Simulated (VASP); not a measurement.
Set up this calculation in VASP 6.6.1, as the native input.

- Task: single point
- Functional: r2SCAN
- Potentials or basis: VASP PAW PBE potentials, release 64 (Si, Ge_d)
- Cutoff: 520 eV
- k mesh: 6 × 6 × 4
- Occupations: gaussian, width 0.01 eV
- Spin: no spin polarisation
- Dipole correction: no
- Further INCAR settings: ALGO = Normal; EDIFF = 1e-06; NBANDS = 21

The system is Si3Ge.

```
CELL_PARAMETERS angstrom
3.96435 0.00000 0.00000
0.00000 3.96435 0.00000
0.00000 0.00000 5.59123
ATOMIC_POSITIONS crystal
Si 0.50000 0.00000 0.75488
Si 0.50000 0.50000 0.00000
Si 0.00000 0.50000 0.24512
Ge 0.00000 0.00000 0.50000
```

This cell differs from its parent crystal: volume changed by +6%.

These files were run (other wordings do the same):

POSCAR

```
Si3Ge
1.0
    3.9643531680      0.0000000000      0.0000000000
    0.0000000000      3.9643531680      0.0000000000
    0.0000000000      0.0000000000      5.5912279885
Si Ge
3 1
Direct
    0.5000000000      0.0000000000      0.7548774919
    0.5000000000      0.5000000000      0.0000000000
    0.0000000000      0.5000000000      0.2451225081
    0.0000000000      0.0000000000      0.5000000000
```

INCAR.step1

```
PREC     = Accurate       # precision mode
ENCUT    = 520            # plane-wave cutoff, eV
ISMEAR   = 0              # smearing method
SIGMA    = 0.01           # smearing width, eV
LREAL    = False          # projectors in reciprocal space
LASPH    = True           # aspherical terms in the spheres
NELM     = 100            # most SCF steps
NBANDS   = 21             # bands
GGA      = PE             # functional
ALGO     = Normal         # electronic algorithm
EDIFF    = 1E-4           # SCF threshold, eV
LWAVE    = True           # write WAVECAR
LCHARG   = False          # write CHGCAR
```

INCAR.step2

```
PREC     = Accurate       # precision mode
ENCUT    = 520            # plane-wave cutoff, eV
EDIFF    = 1E-6           # SCF threshold, eV
ISMEAR   = 0              # smearing method
SIGMA    = 0.01           # smearing width, eV
LREAL    = False          # projectors in reciprocal space
LASPH    = True           # aspherical terms in the spheres
NELM     = 100            # most SCF steps
ALGO     = Normal         # electronic algorithm
ISIF     = 2              # what is computed and relaxed
LWAVE    = False          # write WAVECAR
LCHARG   = True           # write CHGCAR
METAGGA  = R2SCAN         # meta-GGA
LMIXTAU  = True         
LELF     = True           # ELF
LVHAR    = True         
NBANDS   = 21             # bands
ISTART   = 1
```

KPOINTS

```
regular mesh
0
Gamma
  6 6 4
```

Potentials or basis: VASP PAW PBE potentials, release 64 (Si, Ge_d).

Run with:

```sh
$ cat potpaw_PBE.64/Si/POTCAR potpaw_PBE.64/Ge_d/POTCAR > POTCAR
$ cp INCAR.step1 INCAR
$ mpirun -np 1 vasp_std > vasp.out
$ cp INCAR.step2 INCAR
$ mpirun -np 1 vasp_std > vasp.out
```

Results of the run:

* Pressure: -4.8 GPa
* Largest force: 0.026 eV/Å
* Band gap on the k mesh: 0.68 eV, indirect (least direct gap 0.94 eV)

Caveat: the PAW data sets were made with another functional, which shifts forces and pressure a little.

It took 84 s on 1 thread of Intel(R) Xeon(R) Platinum 8559C (Emerald Rapids), with other jobs on the host, peak memory 0.21 GiB.
